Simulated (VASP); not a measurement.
Zn2SiN2, 5 atoms in the cell. Symmetry: P6/mmm, No. 191, hexagonal system. The conventional cell has a = 4.343 Å, b = 4.343 Å, c = 9.475 Å, α = 90.00°, β = 90.00°, γ = 120.00°. Zn (site symmetry -6m2) has 3 Zn at 2.51 Å and 3 Si at 2.51 Å within 3.3 Å. Within 3.3 Å of Si (site symmetry 6/mmm) lie 6 Zn at 2.51 Å. N (site symmetry 6mm) has 1 N at 1.10 Å within 1.5 Å. The cell was generated, and may not be a known phase.

| Item | Value |
| --- | --- |
| Program | VASP 6.6.1 |
| Task | single point |
| Functional | PBE |
| Potentials or basis | VASP PAW PBE potentials, release 64 (Zn, Si, N) |
| Cutoff | 520 eV |
| k mesh | 6 × 6 × 4 |
| Occupations | gaussian, width 0.1 eV |
| Spin | collinear spin, ferromagnetic start |
| Starting moments | [0.0, 0.0, 0.0, 1.0, 1.0] μB |
| Dipole correction | no |
| Further INCAR settings | ALGO = Normal; EDIFF = 1e-06; NBANDS = 31 |

Potentials or basis: VASP PAW PBE potentials, release 64 (Zn, Si, N).

Launch:

```console
$ cat potpaw_PBE.64/Zn/POTCAR potpaw_PBE.64/Si/POTCAR potpaw_PBE.64/N/POTCAR > POTCAR
$ mpirun -np 1 vasp_std > vasp.out
```

Hardware: 1 thread of Intel Xeon 8259CL, with other jobs on the host.

Question: Estimate the wall time of this run.

Answer: Run time: 5 min on 1 thread of Intel Xeon 8259CL, with other jobs on the host, peak memory 0.4 GiB. Counts: scf iterations 18, k points 21.
